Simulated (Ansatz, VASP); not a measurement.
**Two plane-wave programs on CsSnI3**

POSCAR

```
CsSnI3
1.0
    6.2414001656      0.0000000000      0.0000000000
    0.0000000000      6.2414001656      0.0000000000
    0.0000000000      0.0000000000      6.2414001656
Cs Sn I
1 1 3
Direct
    0.0000000000      0.0000000000      0.0000000000
    0.5000000000      0.5000000000      0.5000000000
    0.0000000000      0.5000000000      0.5000000000
    0.5000000000      0.0000000000      0.5000000000
    0.5000000000      0.5000000000      0.0000000000
```

The input INCAR.step1:

```
SYSTEM = CsSnI3
PREC = Accurate ; ENCUT = 520
ISMEAR = 0 ; SIGMA = 0.01
LREAL = .False. ; LASPH = .True.
NELM = 100 ; NBANDS = 30
GGA = PE ; ALGO = Normal
EDIFF = 1E-4 ; LWAVE = .True.
LCHARG = .False.
```

Contents of INCAR.step2:

```
SYSTEM = CsSnI3
PREC = Accurate ; ENCUT = 520
EDIFF = 1E-7 ; ISMEAR = 0
SIGMA = 0.01 ; LREAL = .False.
LASPH = .True. ; NELM = 100
ALGO = Normal ; ISIF = 2
LWAVE = .False. ; LCHARG = .False.
METAGGA = R2SCAN ; LMIXTAU = .True.
NBANDS = 30 ; ISTART = 1
```

The input KPOINTS:

```
regular mesh
0
Gamma
  4 4 4
  0 0 0
```

Input for Ansatz:

```yaml
crystal:
  lattice:
    - [6.2414001656, 0.0, 0.0]
    - [0.0, 6.2414001656, 0.0]
    - [0.0, 0.0, 6.2414001656]
  atoms:
    - { symbol: Cs, position: [0.0, 0.0, 0.0] }
    - { symbol: Sn, position: [0.5, 0.5, 0.5] }
    - { symbol: I, position: [0.0, 0.5, 0.5] }
    - { symbol: I, position: [0.5, 0.0, 0.5] }
    - { symbol: I, position: [0.5, 0.5, 0.0] }
kpoints:
  mp_grid: { grid: [4, 4, 4] }
  band_path:
    path: [[0.0, 0.0, 0.0], [0.0, 0.5, 0.0], [0.5, 0.5, 0.0], [0.5, 0.5, 0.5]]
    npoints: 1
hamiltonian:
  xc: r2scan
scf:
  occupations: { method: fixed }
  n_extra_bands: 5
output:
  forces: true
  stress: true
  eigenvalues: true
```

Alike in both runs: task single point; functional r2SCAN; k mesh 4 × 4 × 4; no spin polarisation.

```csv
,VASP,Ansatz
version,VASP 6.6.1,Ansatz 0.2.0
potentials or method,"VASP PAW PBE potentials, release 64 (Cs_sv, Sn_d, I)","plane waves, PAW"
plane-wave cutoff (eV),520,500
occupations,"gaussian, width 0.01 eV",fixed
valence electrons in the cell,44,74
```

|  | VASP | Ansatz | Ansatz less VASP |
| --- | --- | --- | --- |
| gap on the k mesh at the Fermi level (eV) | 0.50 | 0.50 | +0.001 |
| pressure (GPa) | 0.0 | 0.0 | +0.01 |

VASP's potentials were made for PBE, not for r2SCAN. VASP's potentials hold 44 valence electrons a cell and Ansatz's 74, so a difference there can come from the potentials and not from the codes.

Neither program's run includes spin-orbit coupling.
